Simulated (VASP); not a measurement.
Write the native input for VASP 6.6.1 that does the following.

* Task: single point
* Functional: PBE
* Potentials or basis: VASP PAW PBE potentials, release 64 (Al, Sc_sv, N)
* Cutoff: 520 eV
* k mesh: 4 × 4 × 3
* Occupations: gaussian, width 0.01 eV
* Spin: no spin polarisation
* Dipole correction: no
* Further INCAR settings: LREAL = Auto; ALGO = Normal; EDIFF = 1e-06; NBANDS = 110

The structure of Sc3Al5N8 lies in POSCAR:

```
Sc3Al5N8
1.0
    6.5958102399     -0.0004187896     -0.0045022391
   -3.2982678024      5.7127674106      0.0000000000
   -0.0068878855     -0.0039767225     10.1389690219
Al Sc N
10 6 16
Direct
    0.3378365747      0.1681927400      0.7506345658
    0.1702777683      0.8351388842     -0.0124940280
    0.1677004582      0.8338502291      0.5095478054
    0.3378365747      0.6696438346      0.7506345658
    0.6686064942      0.3297377845     -0.0041175813
    0.8290991540      0.1645495770      0.2502489515
    0.6623781498      0.3330902506      0.5029000004
    0.6686064942      0.8388687096     -0.0041175813
    0.6623781498      0.8292878992      0.5029000004
    0.8267579586      0.6633789793      0.7488172543
    0.1653246032      0.3326623016     -0.0099435755
    0.3374407216      0.1615728454      0.2445429190
    0.1684624279      0.3342312139      0.4983741025
    0.3374407216      0.6758678763      0.2445429190
    0.8233960500      0.1616980250      0.7416406334
    0.8375120167      0.6687560084      0.2429509786
    0.1495087935      0.3247543968      0.2018341694
    0.3399763128      0.1533926858      0.4516915262
    0.1825095403      0.3412547701      0.7084121033
    0.3469091043      0.1597631389      0.9400318018
    0.1664661877      0.8332330938      0.1731328309
    0.3399763128      0.6865836270      0.4516915262
    0.1646089390      0.8323044695      0.6996535292
    0.3469091043      0.6871459654      0.9400318018
    0.6799380987      0.3253435359      0.1837293486
    0.8105832250      0.1552916125      0.4467065980
    0.6549848459      0.3442915919      0.6905548297
    0.8151553151      0.1575776575      0.9428835279
    0.6799380987      0.8545945627      0.1837293486
    0.8353034803      0.6676517402      0.4532391673
    0.6549848459      0.8106932540      0.6905548297
    0.8311934783      0.6655967391      0.9410611315
```

These files were run (other wordings do the same):

INCAR

```
  PREC = Accurate
  ENCUT = 520
  EDIFF = 1E-6
  ISMEAR = 0
  SIGMA = 0.01
  LREAL = Auto
  LASPH = True
  NELM = 80
  ALGO = Normal
  ISIF = 2
  LWAVE = False
  LCHARG = False
  GGA = PE
  NBANDS = 110
```

KPOINTS

```
Automatic mesh
0
Gamma
  4 4 3
```

Potentials or basis: VASP PAW PBE potentials, release 64 (Al, Sc_sv, N).

The run is started by

```bash
$ cat potpaw_PBE.64/Al/POTCAR potpaw_PBE.64/Sc_sv/POTCAR potpaw_PBE.64/N/POTCAR > POTCAR
$ mpirun -np 1 vasp_std > vasp.out
```

It gave:

| Property | Result |
| --- | --- |
| Pressure | 1.0 GPa |
| Largest force | 0.081 eV/Å |
| Band gap on the k mesh | 3.42 eV (least direct gap 3.45 eV) |

Caveat: an odd mesh through Γ misses points on the zone boundary, where band edges can lie.

It took 27 min on 1 thread of Oxide Virtual Turin-like Processor, on a shared host, peak memory 0.71 GiB.
